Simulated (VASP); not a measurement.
# MgS (I4/mmm) in VASP: further runs

Runs on MgS. Level: PBE. Tasks: single point.

All numbers are computed with VASP 6.6.1; they aren't measurements. Logs are shortened: lines on timing, memory, paths and dates and some standing lists are left out, and cuts for length are marked.

### 1 The cell of the first run

It takes space group I4/mmm (No. 139, tetragonal). The conventional cell has a = 3.734 Å, b = 3.734 Å, c = 5.047 Å, α = 90.00°, β = 90.00°, γ = 90.00°. Mg (site symmetry 4/mmm) has 6 S at 2.52 to 2.64 Å within 3.3 Å. S (site symmetry 4/mmm) has 6 Mg at 2.52 to 2.64 Å within 3.3 Å.

### 2 Single point, PBE (strain +0.015 along x and y, -0.030 along z)

File INCAR:

```
SYSTEM = MgS
ALGO = Normal
EDIFF = 1E-6
ENCUT = 520
GGA = PE
ISIF = 2
ISMEAR = 0
LASPH = .True.
LCHARG = .True.
LELF = .True.
LREAL = .False.
LVHAR = .True.
LWAVE = .False.
NBANDS = 11
NELM = 100
PREC = Accurate
SIGMA = 0.05
```

File KPOINTS:

```
k-points
0
Gamma
  8 8 8
  0 0 0
```

File POSCAR:

```
MgS
1.0
    0.0000000000      2.6406747500      2.5236005000
    2.6406747500      0.0000000000      2.5236005000
    2.6406747500      2.6406747500      0.0000000000
Mg S
1 1
Direct
    0.0000000000      0.0000000000      0.0000000000
    0.5000000000      0.5000000000      0.5000000000
```

Potentials or basis: VASP PAW PBE potentials, release 64 (Mg, S).

On the command line:

```console
> cat potpaw_PBE.64/Mg/POTCAR potpaw_PBE.64/S/POTCAR > POTCAR
> mpirun -np 1 vasp_std > vasp.out
```

OUTCAR:

```text
SYSTEM = MgS
   EDIFF = 1E-6
   ENCUT = 520
   GGA = PE
   ISIF = 2
   ISMEAR = 0
   LASPH = .True.
   LREAL = .False.
   NELM = 100
   PREC = Accurate

 ion  position               nearest neighbor table
   1  0.000  0.000  0.000-   2 2.52   2 2.52   2 2.64   2 2.64   2 2.64   2 2.64
   2  0.500  0.500  0.500-   1 2.52   1 2.52   1 2.64   1 2.64   1 2.64   1 2.64

  LATTYP: Found a body centered tetragonal cell.
 ALAT       =     3.7344780453
 C/A-ratio  =     1.3515144389

  Lattice vectors:

 A1 = (   0.0000000000,  -2.6406747500,  -2.5236005000)
 A2 = (   0.0000000000,   2.6406747500,  -2.5236005000)
 A3 = (   2.6406747500,   0.0000000000,   2.5236005000)

Analysis of symmetry for initial positions (statically):
=====================================================================
 Subroutine PRICEL returns:
 Original cell was already a primitive cell.

 Routine SETGRP: Setting up the symmetry group for a
 body centered tetragonal supercell.

 Subroutine GETGRP returns: Found 16 space group operations
 (whereof 16 operations were pure point group operations)
 out of a pool of 16 trial point group operations.

The static configuration has the point symmetry D_4h.

Analysis of symmetry for dynamics (positions and initial velocities):
=====================================================================
 Subroutine PRICEL returns:
 Original cell was already a primitive cell.

 Routine SETGRP: Setting up the symmetry group for a
 body centered tetragonal supercell.

 Subroutine GETGRP returns: Found 16 space group operations
 (whereof 16 operations were pure point group operations)
 out of a pool of 16 trial point group operations.

The dynamic configuration has the point symmetry D_4h.

 Subroutine INISYM returns: Found 16 space group operations
 (whereof 16 operations are pure point group operations),
 and found     1 'primitive' translations

----------------------------------------------------------------------------------------

                                     Primitive cell

  volume of cell :      35.1950

  direct lattice vectors                    reciprocal lattice vectors
     0.000000000  2.640674750  2.523600500    -0.189345545  0.189345545  0.198129617
     2.640674750  0.000000000  2.523600500     0.189345545 -0.189345545  0.198129617
     2.640674750  2.640674750  0.000000000     0.189345545  0.189345545 -0.198129617

  length of vectors
     3.652632286  3.652632286  3.734478045     0.333104812  0.333104812  0.333104812

  position of ions in fractional coordinates (direct lattice)
     0.000000000  0.000000000  0.000000000
     0.500000000  0.500000000  0.500000000

  ion indices of the primitive-cell ions
   primitive index   ion index
                 1           1
                 2           2

----------------------------------------------------------------------------------------

 KPOINTS: k-points

Automatic generation of k-mesh.
 Grid dimensions read from file:
 generate k-points for:    8    8    8

 Generating k-lattice:

  Cartesian coordinates                     Fractional coordinates (reciprocal lattice)
    -0.023668193  0.023668193  0.024766202     0.125000000  0.000000000  0.000000000
     0.023668193 -0.023668193  0.024766202     0.000000000  0.125000000  0.000000000
     0.023668193  0.023668193 -0.024766202    -0.000000000 -0.000000000  0.125000000

  Length of vectors
     0.041638102  0.041638102  0.041638102

  Shift w.r.t. Gamma in fractional coordinates (k-lattice)
     0.000000000  0.000000000  0.000000000

 Subroutine IBZKPT returns following result:
 ===========================================

 Found     59 irreducible k-points:

 Following reciprocal coordinates:
            Coordinates               Weight
  0.000000  0.000000  0.000000      1.000000
  0.125000  0.000000  0.000000      8.000000
  0.250000  0.000000  0.000000      8.000000
  0.375000  0.000000  0.000000      8.000000
  0.500000  0.000000  0.000000      4.000000
  0.125000  0.125000  0.000000      2.000000
[... 16 lines left out ...]
  0.250000  0.000000  0.125000     16.000000
  0.375000  0.000000  0.125000     16.000000
 [... further k-points ...]
   k-points           NKPTS =     59   k-points in BZ     NKDIM =     59   number of bands    NBANDS=     11
   number of dos      NEDOS =    301   number of ions     NIONS =      2
   total plane-waves  NPLWV =  21952
   dimension x,y,z NGX =    28 NGY =   28 NGZ =   28
   dimension x,y,z NGXF=    56 NGYF=   56 NGZF=   56
   ions per type =               1   1
   NGX,Y,Z   is equivalent  to a cutoff of  12.74, 12.74, 12.46 a.u.
   NGXF,Y,Z  is equivalent  to a cutoff of  25.49, 25.49, 24.93 a.u.
 SYSTEM =  MgS
   PREC   = accura    normal or accurate (medium, high low for compatibility)
   ISTART =      0    job   : 0-new  1-cont  2-samecut
   ICHARG =      2    charge: 1-file 2-atom 10-const
   ISPIN  =      1    spin polarized calculation?
   LNONCOLLINEAR =      F non collinear calculations
   LSORBIT =      F    spin-orbit coupling
   LASPH  =      T    aspherical Exc in radial PAW
   ENCUT  =  520.0 eV  38.22 Ry    6.18 a.u.   6.79  6.79  6.94*2*pi/ulx,y,z
   NELM   =    100;   NELMIN=  2; NELMDL= -5     # of ELM steps
   EDIFF  = 0.1E-05   stopping-criterion for ELM
   LREAL  =      F    real-space projection
   EDIFFG = 0.1E-04   stopping-criterion for IOM
   NSW    =      0    number of steps for IOM
   IBRION =     -1    ionic relax: 0-MD 1-quasi-New 2-CG
   NFREE  =      0    steps in history (QN), initial steepest desc. (CG)
   ISIF   =      2    stress and relaxation
   ISYM   =      2    0-nonsym 1-usesym 2-fastsym
   POTIM  = 0.5000    time-step for ionic-motion
   TEBEG  =    0.0;   TEEND  =   0.0 temperature during run
   PSTRESS=    0.0 pullay stress
   NELECT =       8.0000    total number of electrons
   NUPDOWN=      -1.0000    fix difference up-down
   EMIN   =  10.00;   EMAX   =-10.00  energy-range for DOS
   EFERMI =   0.00;   METHOD = LEGACY
   ISMEAR =     0;   SIGMA  =   0.05  broadening in eV -4-tet -1-fermi 0-gaus
   EFERMI_NEDOS =   21; number of points for ismear=-14 and -15
   IALGO  =     38    algorithm
   IMIX   =      4    mixing-type and parameters
     AMIX     =   0.40;   BMIX     =  1.00
     AMIX_MAG =   1.60;   BMIX_MAG =  1.00
  volume/ion in A,a.u.               =      17.60       118.75
  Fermi-wavevector in a.u.,A,eV,Ry     =   0.999106  1.888036 13.581496  0.998212
  Thomas-Fermi vector in A             =   2.131374
   LORBIT       =      0    0 simple, 1 ext, 2 COOP (PROOUT), +10 PAW based schemes
   GGA     = PE    functional components
   LHFCALC =     F    Hartree Fock is set to
   AEXX    =    0.0000 exact exchange contribution
   IVDW    =     0    specifies the selected vdW correction
   LEPSILON=     F    determine dielectric tensor
   LRPA    =     F    only Hartree local field effects (RPA)
 non-spin polarized calculation
 Gauss-broadening in eV      SIGMA  =   0.05
  energy-cutoff  :      520.00
  volume of cell :       35.19
 maximum number of plane-waves:       958
   NGX = 13   NGY = 13   NGZ = 13

 number of electron       7.9999999 magnetization

 Free energy of the ion-electron system (eV)
  ---------------------------------------------------
  ext. energy  EPLUGINS =         0.00000000
  ---------------------------------------------------
  free energy    TOTEN  =        -8.48505458 eV

  energy without entropy =       -8.48505458  energy(sigma->0) =       -8.48505458

 E-fermi :   4.0542     XC(G=0):  -9.6880

 val. band max:        3.7961156182   @ k =   0.0000   0.0000   0.0000
 cond. band min:       6.3776170255   @ k =   0.5000   0.5000   0.0000
 fundamental gap:      2.5815014073
 Fermi energy:         4.0542315593

 k-point     1 :       0.0000    0.0000    0.0000
  band No.  band energies     occupation
      1      -8.9459      2.00000
      2       3.5840      2.00000
      3       3.7961      2.00000
      4       3.7961      2.00000
      5       7.4440      0.00000
      6      11.5407      0.00000
      7      11.5407      0.00000
      8      12.0087      0.00000
      9      13.7671      0.00000
     10      14.3730      0.00000
     11      16.2888      0.00000

 k-point     2 :       0.1250    0.0000    0.0000
  band No.  band energies     occupation
      1      -8.7946      2.00000
      2       2.6659      2.00000
      3       3.5894      2.00000
      4       3.6705      2.00000
      5       8.2439      0.00000
      6      11.3533      0.00000
      7      11.7560      0.00000
      8      12.1267      0.00000
      9      13.2253      0.00000
     10      13.6651      0.00000
     11      16.4121      0.00000

 k-point     3 :       0.2500    0.0000    0.0000
  band No.  band energies     occupation
      1      -8.3854      2.00000
      2       0.9148      2.00000
      3       3.3997      2.00000
      4       3.4089      2.00000
      5       8.6850      0.00000
      6      11.2866      0.00000
      7      11.7916      0.00000
      8      12.0683      0.00000
      9      14.0100      0.00000
     10      14.0485      0.00000
     11      15.6796      0.00000

 k-point     4 :       0.3750    0.0000    0.0000
  band No.  band energies     occupation
      1      -7.8861      2.00000
      2      -0.5275      2.00000
      3       3.1637      2.00000
      4       3.2529      2.00000
      5       8.3984      0.00000
      6      10.6375      0.00000
      7      11.1758      0.00000
      8      13.4999      0.00000
      9      15.3140      0.00000
     10      15.9559      0.00000
     11      16.0783      0.00000
[... 239 lines left out ...]
 k-point    22 :       0.1250    0.0000    0.1250
  band No.  band energies     occupation
      1      -8.7525      2.00000
      2       2.7807      2.00000
      3       3.2615      2.00000
      4       3.5188      2.00000
      5       8.5763      0.00000
      6      10.6631      0.00000
      7      12.0655      0.00000
      8      12.2884      0.00000
      9      12.5583      0.00000
     10      14.4543      0.00000
     11      17.0814      0.00000

 k-point    23 :       0.2500    0.0000    0.1250
  band No.  band energies     occupation
      1      -8.4366      2.00000
      2       1.4506      2.00000
      3       3.0629      2.00000
      4       3.2319      2.00000
      5       9.2276      0.00000
      6      10.5444      0.00000
      7      11.0018      0.00000
      8      12.6342      0.00000
      9      13.5480      0.00000
     10      14.8034      0.00000
     11      17.1345      0.00000

 k-point    24 :       0.3750    0.0000    0.1250
  band No.  band energies     occupation
      1      -7.9624      2.00000
      2       0.0054      2.00000
      3       2.7777      2.00000
      4       2.9719      2.00000
      5       9.0374      0.00000
      6      10.2292      0.00000
      7      11.8937      0.00000
      8      12.1305      0.00000
      9      15.1744      0.00000
     10      16.4823      0.00000
     11      16.6838      0.00000

 [... further k-points ...]
[... 5 lines left out ...]
  --------------------------------------------------------------------------------------
  -------------------------------------------------------------------------------------
  Total       -0.1019386     -0.1019386      1.0307280      0.0000000      0.0000000      0.0000000
  in kB       -4.6405413     -4.6405413     46.9217547      0.0000000      0.0000000      0.0000000
  external PRESSURE =      12.5468907 kB  Pullay stress =       0.0000000 kB

 VOLUME and BASIS-vectors are now :
 -----------------------------------------------------------------------------
  energy-cutoff  :      520.00
  volume of cell :       35.19
      direct lattice vectors                 reciprocal lattice vectors
     0.000000000  2.640674750  2.523600500    -0.189345545  0.189345545  0.198129617
     2.640674750  0.000000000  2.523600500     0.189345545 -0.189345545  0.198129617
     2.640674750  2.640674750  0.000000000     0.189345545  0.189345545 -0.198129617

 POSITION                                       TOTAL-FORCE (eV/Angst)
 -----------------------------------------------------------------------------------
      0.00000      0.00000      0.00000        -0.000000      0.000000      0.000000
      2.64067      2.64067      2.52360         0.000000     -0.000000      0.000000
 -----------------------------------------------------------------------------------
    total drift:                                0.000000      0.000000      0.000000

  FREE ENERGIE OF THE ION-ELECTRON SYSTEM (eV)
  ---------------------------------------------------
  free  energy   TOTEN  =        -8.4850545802 eV

  energy  without entropy=       -8.4850545802  energy(sigma->0) =       -8.48505458
```

Wall time 28 s (1 thread of Intel Xeon 8259CL, shared host); peak memory 0.17 GiB.

Results:

```
Free energy            : -8.4851 eV
Pressure               : 1.3 GPa
Band gap on the k mesh : 2.58 eV, indirect (least direct gap 3.65 eV)
```

Caveat: the cell differs from its parent crystal (strain +0.015 along x and y, -0.030 along z). A k mesh can miss the band edges.

### 3 Single point, PBE (strain +0.030 along x and y, -0.030 along z)

File INCAR:

```
PREC     = Accurate       # precision mode
ENCUT    = 520            # plane-wave cutoff, eV
EDIFF    = 1E-6           # SCF threshold, eV
ISMEAR   = 0              # smearing method
SIGMA    = 0.05           # smearing width, eV
LREAL    = False          # projectors in reciprocal space
LASPH    = True           # aspherical terms in the spheres
NELM     = 100            # most SCF steps
ALGO     = Normal         # electronic algorithm
ISIF     = 2              # what is computed and relaxed
LWAVE    = False          # write WAVECAR
LCHARG   = False          # write CHGCAR
GGA      = PE             # functional
NBANDS   = 11             # bands
```

File KPOINTS:

```
Automatic mesh
0
Gamma
  8 8 8
```

File POSCAR:

```
MgS
1.0
    0.0000000000      2.6796995000      2.5236005000
    2.6796995000      0.0000000000      2.5236005000
    2.6796995000      2.6796995000      0.0000000000
Mg S
1 1
Direct
    0.0000000000      0.0000000000      0.0000000000
    0.5000000000      0.5000000000      0.5000000000
```

Potentials or basis: VASP PAW PBE potentials, release 64 (Mg, S).

On the command line:

```console
> cat potpaw_PBE.64/Mg/POTCAR potpaw_PBE.64/S/POTCAR > POTCAR
> mpirun -np 1 vasp_std > vasp.out
```

Wall time 29 s (1 thread of Intel Xeon 8259CL, shared host); peak memory 0.17 GiB.

Results (log left out):

```
Free energy            : -8.4747 eV
Pressure               : -0.7 GPa
Band gap on the k mesh : 2.48 eV, indirect (least direct gap 3.40 eV)
```

Stress tensor (GPa, compression positive):
```
-2.69  0.00  0.00
 0.00 -2.69  0.00
 0.00  0.00  3.27
```

Levels at points of the mesh, in eV from the valence-band top:
| k point | band 2 | band 3 | band 4 | band 5 | band 6 | band 7 |
| --- | --- | --- | --- | --- | --- | --- |
| (0.00, 0.00, 0.00) | -0.29 | 0.00 | 0.00 | 3.40 | 7.70 | 7.70 |
| (0.50, 0.00, 0.00) | -4.77 | -0.73 | -0.58 | 4.38 | 6.48 | 7.19 |
| (0.50, 0.50, 0.00) | -4.09 | -1.88 | -1.88 | 2.48 | 4.25 | 12.04 |
| (0.50, 0.00, 0.50) | -4.15 | -1.87 | -1.37 | 2.75 | 4.48 | 11.41 |

Caveat: the cell differs from its parent crystal (strain +0.030 along x and y, -0.030 along z). A k mesh can miss the band edges.
